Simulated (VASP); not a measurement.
Wanted: the native input for a VASP 6.6.1 run.

```yaml
Task: single point
Functional: PBE
Potentials_or_basis: VASP PAW PBE potentials, release 64 (Al, N)
Cutoff: 520 eV
k_mesh: 9 × 9 × 6
Occupations: gaussian, width 0.02 eV
Spin: no spin polarisation
Dipole_correction: no
Further_INCAR_settings: ALGO = Normal; EDIFF = 1e-06; NBANDS = 16
```

The structure of AlN lies in POSCAR:

```
AlN
1.0
    3.3121157418      0.0000000000      0.0000000000
   -1.6560578709      2.8683763727      0.0000000000
    0.0000000000      0.0000000000      4.1875630000
Al N
2 2
Direct
    0.3333333300      0.6666666700      0.7500000000
    0.7277461466      0.4343939867      0.3061949755
    0.3333333300      0.6666666700      0.2500000000
    0.6666666700      0.3333333300      0.7500000000
```

This cell differs from its parent crystal: one atom moved.

These files were run (other wordings do the same):

INCAR

```
SYSTEM = AlN
PREC = Accurate
ENCUT = 520
EDIFF = 1E-6
ISMEAR = 0
SIGMA = 0.02
LREAL = .False.
LASPH = .True.
NELM = 60
ALGO = Normal
ISIF = 2
LWAVE = .False.
LCHARG = .False.
GGA = PE
NBANDS = 16
```

KPOINTS

```
regular mesh
0
Gamma
  9 9 6
  0 0 0
```

Potentials or basis: VASP PAW PBE potentials, release 64 (Al, N).

Command:

```bash
$ cat potpaw_PBE.64/Al/POTCAR potpaw_PBE.64/N/POTCAR > POTCAR
$ mpirun -np 1 vasp_std > vasp.out
```

Results of the run:

```
Pressure               : 8.0 GPa
Largest force          : 3.853 eV/Å
Band gap on the k mesh : 3.19 eV
```

Caveat: the cell differs from its parent crystal (one atom moved); the cell stands under pressure; forces of over 1 eV/Å act on the atoms, so gaps and moduli don't describe the material at rest.

It took 120 s on 1 thread of Intel(R) Xeon(R) Platinum 8259CL CPU @ 2.50GHz (Skylake/Cascade Lake) (shared host), peak memory 0.25 GiB.
